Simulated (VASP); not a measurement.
Ni: single point with PBEsol

Ni:

```xyz
1
Lattice="-1.4309 1.4309 1.4309 1.4309 -1.4309 1.4309 1.4309 1.4309 -1.4309" Properties=species:S:1:pos:R:3 pbc="T T T"
Ni    0.0000    0.0000    0.0000
```

This cell differs from its parent crystal: volume scaled by 1.12.

```yaml
Program: VASP 6.6.1
Task: single point
Functional: PBEsol
Potentials_or_basis: VASP PAW PBE potentials, release 64 (Ni)
Cutoff: 600 eV
k_mesh: 18 × 18 × 18
Occupations: fermi-dirac, width 0.05 eV
Spin: collinear spin, ferromagnetic start
Starting_moments: "[0.562] μB"
Dipole_correction: no
Further_INCAR_settings: ALGO = Normal; EDIFF = 1e-06; NBANDS = 15
```

- Pressure: -19.0 GPa
- Net moment: 0.59 μB per cell
- Site moments: Ni +0.60 μB
- Valence electrons inside the program's atomic spheres: Ni 9.20

Levels at points of the mesh, in eV from the Fermi level:
Spin up:
| k point | band 3 | band 4 | band 5 | band 6 | band 7 | band 8 |
| --- | --- | --- | --- | --- | --- | --- |
| (0.00, 0.00, 0.00) | -2.14 | -2.14 | -0.86 | -0.86 | 25.65 | 25.65 |
| (0.50, 0.00, 0.00) | -0.94 | -0.73 | -0.13 | 0.33 | 5.90 | 18.40 |
| (0.50, 0.50, 0.50) | -0.33 | -0.33 | -0.33 | 9.27 | 9.27 | 9.27 |
Spin down:
| k point | band 1 | band 2 | band 3 | band 4 | band 5 | band 6 | band 7 | band 8 | band 9 | band 10 |
| --- | --- | --- | --- | --- | --- | --- | --- | --- | --- | --- |
| (0.00, 0.00, 0.00) | -8.45 | -1.46 | -1.46 | -1.46 | -0.32 | -0.32 | 25.56 | 25.56 | 25.56 | 30.00 |
| (0.50, 0.00, 0.00) | -3.87 | -2.33 | -0.34 | -0.17 | 0.30 | 0.64 | 6.25 | 18.35 | 18.99 | 22.80 |
| (0.50, 0.50, 0.50) | -3.43 | -3.43 | 0.44 | 0.44 | 0.44 | 9.31 | 9.31 | 9.31 | 15.06 | 15.06 |

Run time: 45 s on 1 thread of Intel(R) Xeon(R) Platinum 8559C (Emerald Rapids) (shared host), peak memory 0.18 GiB.

Caveat: the PAW data sets were made with another functional, which shifts forces and pressure a little.
